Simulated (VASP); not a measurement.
Runs of VASP 6.6.1 on Y. The structure is that of space group Pm-3m (No. 221), or close to it. The cells are those of the table. 

| task | spin | cell | k mesh | cutoff (eV) | gap on the mesh (eV) | pressure (GPa) |
| --- | --- | --- | --- | --- | --- | --- |
| single point | off | a = 3.098 Å, 1 atom | 11 × 11 × 11 | 520 | none | 1.2 |
| single point | off | a = 3.222 Å, 1 atom | 11 × 11 × 11 | 520 | none | (b) |
| single point | off | a = 3.262 Å, 1 atom | 11 × 11 × 11 | 520 | none | -3.1 |
| relaxation of cell and atoms | off | relaxed from a = 3.291 Å, 1 atom | 10 × 10 × 10 | 600 | none | 0.0 |
| single point | off | a = 3.141 Å, 1 atom | 10 × 10 × 10 | 520 | none | -0.1 |
| single point | non-collinear, zero start, SOC | a = 3.141 Å, 1 atom | 10 × 10 × 10 | 520 | - | -0.1 |
| single point | off | a = 3.141 Å, 1 atom | 11 × 11 × 11 | 520 | none | -0.1 |
| single point | off | a = 3.141 Å, 1 atom | 16 × 16 × 16 | 520 | none | -0.2 |
| single point | off | a = 3.182 Å, 1 atom | 11 × 11 × 11 | 520 | none | -1.3 |
| single point | off | a = 3.055 Å, 1 atom | 11 × 11 × 11 | 520 | none | (a) |
| single point | off | a = 3.010 Å, 1 atom | 11 × 11 × 11 | 520 | none | 4.7 |

Alike in all rows: level LDA; potentials or basis VASP PAW LDA potentials, release 64 (Y_sv); smearing fermi-dirac 0.1 eV.

Problem. Fill in the values left out.

Solution. (a) 2.8; (b) -2.2.

A k mesh can miss the band edges, and rows without SOC leave out spin-orbit coupling on Y.

A gap of «none» marks levels without a gap at the run's occupations.
